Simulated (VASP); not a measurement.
# Cd (P6_3/mmc) in VASP: single point with PBE

Aim: the single point of Cd with PBE.

Everything below comes from runs of VASP 6.6.1. Logs are shortened: lines on timing, memory, paths and dates and some standing lists are left out, and cuts for length are marked.

### 1 The cell of the first run

The structure is hexagonal, space group P6_3/mmc (No. 194). Conventional cell: a = 3.037 Å, b = 3.037 Å, c = 5.728 Å, α = 90.00°, β = 90.00°, γ = 120.00°. Within 4.0 Å of Cd (site symmetry -6m2) lie 12 Cd at 3.04 to 3.36 Å.

### 2 Single point, PBE (22.88 Å³/atom)

Input file INCAR:

```
SYSTEM = Cd
  PREC = Accurate
  ENCUT = 520
  EDIFF = 1E-7
  ISMEAR = -1
  SIGMA = 0.05
  LREAL = .FALSE.
  LASPH = .TRUE.
  NELM = 100
  ALGO = Normal
  ISIF = 2
  LWAVE = .FALSE.
  LCHARG = .FALSE.
  GGA = PE
  NBANDS = 19
```

Input file KPOINTS:

```
Automatic mesh
0
G
  14 14 7
  0 0 0
```

Input file POSCAR:

```
Cd
1.0
    3.0372966056      0.0000000000      0.0000000000
   -1.5186483028      2.6303760192      0.0000000000
    0.0000000000      0.0000000000      5.7278279719
Cd
2
Direct
    0.3333333333      0.6666666667      0.2500000000
    0.6666666667      0.3333333333      0.7500000000
```

Potentials or basis: VASP PAW PBE potentials, release 64 (Cd).

Started as:

```
cat potpaw_PBE.64/Cd/POTCAR > POTCAR
mpirun -np 1 vasp_std > vasp.out
```

OUTCAR:

```text
SYSTEM = Cd
   PREC = Accurate
   ENCUT = 520
   EDIFF = 1E-7
   ISMEAR = -1
   LREAL = .FALSE.
   LASPH = .TRUE.
   NELM = 100
   ISIF = 2
   GGA = PE

 ion  position               nearest neighbor table
   1  0.333  0.667  0.250-   2 3.36   2 3.36   2 3.36   2 3.36   2 3.36   2 3.36
   2  0.667  0.333  0.750-   1 3.36   1 3.36   1 3.36   1 3.36   1 3.36   1 3.36

  LATTYP: Found a hexagonal cell.
 ALAT       =     3.0372966056
 C/A-ratio  =     1.8858309595

  Lattice vectors:

 A1 = (   3.0372966056,   0.0000000000,   0.0000000000)
 A2 = (  -1.5186483028,   2.6303760192,   0.0000000000)
 A3 = (   0.0000000000,   0.0000000000,   5.7278279719)

Analysis of symmetry for initial positions (statically):
=====================================================================
 Subroutine PRICEL returns:
 Original cell was already a primitive cell.

 Routine SETGRP: Setting up the symmetry group for a
 hexagonal supercell.

 Subroutine GETGRP returns: Found 24 space group operations
 (whereof 12 operations were pure point group operations)
 out of a pool of 24 trial point group operations.

The static configuration has the point symmetry D_3d.
 The point group associated with its full space group is D_6h.

Analysis of symmetry for dynamics (positions and initial velocities):
=====================================================================
 Subroutine PRICEL returns:
 Original cell was already a primitive cell.

 Routine SETGRP: Setting up the symmetry group for a
 hexagonal supercell.

 Subroutine GETGRP returns: Found 24 space group operations
 (whereof 12 operations were pure point group operations)
 out of a pool of 24 trial point group operations.

The dynamic configuration has the point symmetry D_3d.
 The point group associated with its full space group is D_6h.

 Subroutine INISYM returns: Found 24 space group operations
 (whereof 12 operations are pure point group operations),
 and found     1 'primitive' translations

----------------------------------------------------------------------------------------

                                     Primitive cell

  volume of cell :      45.7609

  direct lattice vectors                    reciprocal lattice vectors
     3.037296606  0.000000000  0.000000000     0.329240153  0.190086891  0.000000000
    -1.518648303  2.630376019  0.000000000     0.000000000  0.380173782  0.000000000
     0.000000000  0.000000000  5.727827972     0.000000000  0.000000000  0.174586249

  length of vectors
     3.037296606  3.037296606  5.727827972     0.380173782  0.380173782  0.174586249

  position of ions in fractional coordinates (direct lattice)
     0.333333333  0.666666667  0.250000000
     0.666666667  0.333333333  0.750000000

  ion indices of the primitive-cell ions
   primitive index   ion index
                 1           1
                 2           2

----------------------------------------------------------------------------------------

 KPOINTS: Automatic mesh

Automatic generation of k-mesh.
 Grid dimensions read from file:
 generate k-points for:   14   14    7

 Generating k-lattice:

  Cartesian coordinates                     Fractional coordinates (reciprocal lattice)
     0.023517154  0.013577635  0.000000000     0.071428571  0.000000000  0.000000000
     0.000000000  0.027155270  0.000000000     0.000000000  0.071428571  0.000000000
     0.000000000  0.000000000  0.024940893     0.000000000  0.000000000  0.142857143

  Length of vectors
     0.027155270  0.027155270  0.024940893

  Shift w.r.t. Gamma in fractional coordinates (k-lattice)
     0.000000000  0.000000000  0.000000000

 Subroutine IBZKPT returns following result:
 ===========================================

 Found     96 irreducible k-points:

 Following reciprocal coordinates:
            Coordinates               Weight
  0.000000  0.000000  0.000000      1.000000
  0.071429  0.000000  0.000000      6.000000
  0.142857  0.000000  0.000000      6.000000
  0.214286  0.000000  0.000000      6.000000
  0.285714 -0.000000  0.000000      6.000000
  0.357143 -0.000000  0.000000      6.000000
[... 16 lines left out ...]
  0.285714  0.285714  0.000000      6.000000
  0.357143  0.285714  0.000000      6.000000
 [... further k-points ...]
   k-points           NKPTS =     96   k-points in BZ     NKDIM =     96   number of bands    NBANDS=     19
   number of dos      NEDOS =    301   number of ions     NIONS =      2
   total plane-waves  NPLWV =  27648
   dimension x,y,z NGX =    24 NGY =   24 NGZ =   48
   dimension x,y,z NGXF=    48 NGYF=   48 NGZF=   96
   ions per type =               2
   NGX,Y,Z   is equivalent  to a cutoff of  13.14, 13.14, 13.93 a.u.
   NGXF,Y,Z  is equivalent  to a cutoff of  26.27, 26.27, 27.86 a.u.
 SYSTEM =  Cd
   PREC   = accura    normal or accurate (medium, high low for compatibility)
   ISTART =      0    job   : 0-new  1-cont  2-samecut
   ICHARG =      2    charge: 1-file 2-atom 10-const
   ISPIN  =      1    spin polarized calculation?
   LNONCOLLINEAR =      F non collinear calculations
   LSORBIT =      F    spin-orbit coupling
   LASPH  =      T    aspherical Exc in radial PAW
   ENCUT  =  520.0 eV  38.22 Ry    6.18 a.u.   5.65  5.65 10.65*2*pi/ulx,y,z
   NELM   =    100;   NELMIN=  2; NELMDL= -5     # of ELM steps
   EDIFF  = 0.1E-06   stopping-criterion for ELM
   LREAL  =      F    real-space projection
   EDIFFG = 0.1E-05   stopping-criterion for IOM
   NSW    =      0    number of steps for IOM
   IBRION =     -1    ionic relax: 0-MD 1-quasi-New 2-CG
   NFREE  =      0    steps in history (QN), initial steepest desc. (CG)
   ISIF   =      2    stress and relaxation
   ISYM   =      2    0-nonsym 1-usesym 2-fastsym
   POTIM  = 0.5000    time-step for ionic-motion
   TEBEG  =    0.0;   TEEND  =   0.0 temperature during run
   PSTRESS=    0.0 pullay stress
   NELECT =      24.0000    total number of electrons
   NUPDOWN=      -1.0000    fix difference up-down
   EMIN   =  10.00;   EMAX   =-10.00  energy-range for DOS
   EFERMI =   0.00;   METHOD = LEGACY
   ISMEAR =    -1;   SIGMA  =   0.05  broadening in eV -4-tet -1-fermi 0-gaus
   EFERMI_NEDOS =   21; number of points for ismear=-14 and -15
   IALGO  =     38    algorithm
   IMIX   =      4    mixing-type and parameters
     AMIX     =   0.40;   BMIX     =  1.00
     AMIX_MAG =   1.60;   BMIX_MAG =  1.00
  volume/ion in A,a.u.               =      22.88       154.41
  Fermi-wavevector in a.u.,A,eV,Ry     =   1.320222  2.494857 23.714760  1.742986
  Thomas-Fermi vector in A             =   2.450064
   LORBIT       =      0    0 simple, 1 ext, 2 COOP (PROOUT), +10 PAW based schemes
   GGA     = PE    functional components
   LHFCALC =     F    Hartree Fock is set to
   AEXX    =    0.0000 exact exchange contribution
   IVDW    =     0    specifies the selected vdW correction
   LEPSILON=     F    determine dielectric tensor
   LRPA    =     F    only Hartree local field effects (RPA)
 non-spin polarized calculation
  energy-cutoff  :      520.00
  volume of cell :       45.76
 maximum number of plane-waves:      1251
 NGX is ok and might be reduce to    24
   NGX = 11   NGY = 11   NGZ = 21

 number of electron      23.9999996 magnetization

 Free energy of the ion-electron system (eV)
  ---------------------------------------------------
  ext. energy  EPLUGINS =         0.00000000
  ---------------------------------------------------
  free energy    TOTEN  =        -1.48763716 eV

  energy without entropy =       -1.48105798  energy(sigma->0) =       -1.48434757

 E-fermi :   2.6080     XC(G=0): -10.7267

 val. band max:        2.5550589399   @ k =   0.3571   0.0714   0.0000
 cond. band min:       2.6129115938   @ k =   0.5000   0.0000   0.4286
 fundamental gap:      0.0578526540
 Fermi energy:         2.6079736609

 k-point     1 :       0.0000    0.0000    0.0000
  band No.  band energies     occupation
      1      -7.0828      2.00000
      2      -6.8544      2.00000
      3      -6.5456      2.00000
      4      -6.5456      2.00000
      5      -6.5012      2.00000
      6      -6.5012      2.00000
[... 11 lines left out ...]
     18      16.8801      0.00000
     19      17.9609      0.00000

 k-point     2 :       0.0714    0.0000    0.0000
  band No.  band energies     occupation
      1      -7.0367      2.00000
      2      -6.8169      2.00000
      3      -6.5610      2.00000
      4      -6.5166      2.00000
      5      -6.5035      2.00000
      6      -6.4606      2.00000
[... 11 lines left out ...]
     18      16.8673      0.00000
     19      18.3178      0.00000

 k-point     3 :       0.1429    0.0000    0.0000
  band No.  band energies     occupation
      1      -6.9403      2.00000
      2      -6.7465      2.00000
      3      -6.6036      2.00000
      4      -6.5193      2.00000
      5      -6.3838      2.00000
      6      -6.3453      2.00000
[... 11 lines left out ...]
     18      16.2951      0.00000
     19      17.0159      0.00000

 k-point     4 :       0.2143    0.0000    0.0000
  band No.  band energies     occupation
      1      -6.9383      2.00000
      2      -6.7334      2.00000
      3      -6.5933      2.00000
      4      -6.4097      2.00000
      5      -6.4044      2.00000
      6      -6.2057      2.00000
[... 11 lines left out ...]
     18      15.1440      0.00000
     19      15.5425      0.00000

 k-point     5 :       0.2857   -0.0000    0.0000
  band No.  band energies     occupation
      1      -7.0292      2.00000
      2      -6.8405      2.00000
      3      -6.5997      2.00000
      4      -6.4537      2.00000
      5      -6.3031      2.00000
      6      -6.2437      2.00000
[... 11 lines left out ...]
     18      15.2064      0.00000
     19      15.5506      0.00000
[... 334 lines left out ...]
      2      -6.7804      2.00000
      3      -6.6790      2.00000
      4      -6.5062      2.00000
      5      -6.3557      2.00000
      6      -6.3366      2.00000
[... 11 lines left out ...]
     18      10.4590      0.00000
     19      11.8819      0.00000

 k-point    22 :       0.3571    0.2143    0.0000
  band No.  band energies     occupation
      1      -6.8410      2.00000
      2      -6.8200      2.00000
      3      -6.6616      2.00000
      4      -6.4794      2.00000
      5      -6.4170      2.00000
      6      -6.2668      2.00000
[... 11 lines left out ...]
     18      10.1666      0.00000
     19      11.6433      0.00000

 k-point    23 :       0.2857    0.2857    0.0000
  band No.  band energies     occupation
      1      -6.7935      2.00000
      2      -6.6504      2.00000
      3      -6.6079      2.00000
      4      -6.5080      2.00000
      5      -6.4049      2.00000
      6      -6.2921      2.00000
[... 11 lines left out ...]
     18       9.1420      0.00000
     19      10.6970      0.00000

 k-point    24 :       0.3571    0.2857    0.0000
  band No.  band energies     occupation
      1      -6.7961      2.00000
      2      -6.6183      2.00000
      3      -6.5044      2.00000
      4      -6.4789      2.00000
      5      -6.4599      2.00000
      6      -6.3290      2.00000
[... 11 lines left out ...]
     18       8.2247      0.00000
     19      10.3760      0.00000

 [... further k-points ...]

------------------------ aborting loop because EDIFF is reached ----------------------------------------

  FORCE on cell =-STRESS in cart. coord.  units (eV):
  Direction    XX          YY          ZZ          XY          YZ          ZX
  --------------------------------------------------------------------------------------
  -------------------------------------------------------------------------------------
  Total        0.0925321      0.0925321      0.0202338     -0.0000000     -0.0000000      0.0000000
  in kB        3.2397225      3.2397225      0.7084251     -0.0000000     -0.0000000      0.0000000
  external PRESSURE =       2.3959567 kB  Pullay stress =       0.0000000 kB

 VOLUME and BASIS-vectors are now :
 -----------------------------------------------------------------------------
  energy-cutoff  :      520.00
  volume of cell :       45.76
      direct lattice vectors                 reciprocal lattice vectors
     3.037296606  0.000000000  0.000000000     0.329240153  0.190086891  0.000000000
    -1.518648303  2.630376019  0.000000000     0.000000000  0.380173782  0.000000000
     0.000000000  0.000000000  5.727827972     0.000000000  0.000000000  0.174586249

 POSITION                                       TOTAL-FORCE (eV/Angst)
 -----------------------------------------------------------------------------------
     -0.00000      1.75358      1.43196        -0.000000      0.000000      0.000000
      1.51865      0.87679      4.29587         0.000000     -0.000000      0.000000
 -----------------------------------------------------------------------------------
    total drift:                               -0.000000      0.000000      0.000000

  FREE ENERGIE OF THE ION-ELECTRON SYSTEM (eV)
  ---------------------------------------------------
  free  energy   TOTEN  =        -1.4876371606 eV

  energy  without entropy=       -1.4810579799  energy(sigma->0) =       -1.48434757
```

It took 1.7 min on 1 thread of Intel Xeon 8259CL, shared host; peak memory 0.21 GiB.

What came out:

```
Free energy            : -1.4876 eV
Pressure               : 0.2 GPa
Band gap on the k mesh : zero (bands 12 and 13 overlap by 4.05 eV)
```

Stress tensor (GPa, compression positive):
```
0.32 0.00 0.00
0.00 0.32 0.00
0.00 0.00 0.07
```

The gap in the log of VASP goes by the Fermi energy; the results here count the filled bands.